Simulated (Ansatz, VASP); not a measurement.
## GaAs: VASP beside Ansatz

Contents of INCAR:

```
PREC = Accurate
ENCUT = 500
EDIFF = 1E-6
ISMEAR = 1
SIGMA = 0.1
LREAL = False
LASPH = True
NELM = 120
ALGO = Normal
ISIF = 2
LWAVE = False
LCHARG = False
GGA = LIBXC
LIBXC1 = GGA_X_PBE
LIBXC2 = GGA_C_LYP
NBANDS = 16
GGA_COMPAT = False
```

The input KPOINTS:

```
Automatic mesh
0
Gamma
  8 8 8
```

Contents of POSCAR:

```
GaAs
1.0
    0.0000000000      2.8268500000      2.8268500000
    2.8268500000      0.0000000000      2.8268500000
    2.8268500000      2.8268500000      0.0000000000
As Ga
1 1
Direct
    0.7500000000      0.7500000000      0.7500000000
    0.0000000000      0.0000000000      0.0000000000
```

Contents of input.yaml:

```yaml
crystal:
  lattice:
    - [0.0, 2.82685, 2.82685]
    - [2.82685, 0.0, 2.82685]
    - [2.82685, 2.82685, 0.0]
  atoms:
    - { symbol: As, position: [0.75, 0.75, 0.75] }
    - { symbol: Ga, position: [0.0, 0.0, 0.0] }
kpoints:
  mp_grid: { grid: [8, 8, 8] }
scf:
  occupations: { method: cold, width: 0.1 }
hamiltonian:
  xc: { exchange: pbe, correlation: lyp }
  pseudopotentials: { kind: all_electron, lapw: { basis_error: 0.001 } }
output:
  forces: true
  stress: true
  eigenvalues: true
```

Alike in both runs: task single point; functional pbe exchange, lyp correlation; k mesh 8 × 8 × 8; no spin polarisation.

|  | VASP | Ansatz |
| --- | --- | --- |
| version | VASP 6.6.1 | Ansatz 0.2.0 |
| potentials or method | VASP PAW PBE potentials, release 64 (As, Ga_d), cutoff 500 eV | all-electron LAPW, scalar-relativistic |
| occupations | methfessel-paxton of order 1, width 0.1 eV | cold, width 0.1 eV |

```csv
,VASP,Ansatz,Ansatz less VASP
gap on the k mesh at the Fermi level (eV),0.37,0.37,-0.003
least direct gap on the mesh (eV),0.37,0.37,-0.003
pressure (GPa),7.3,7.0,-0.29
```

VASP's potentials were made for PBE, not for pbe exchange, lyp correlation. Ansatz ran all-electron here, and VASP with PAW potentials.
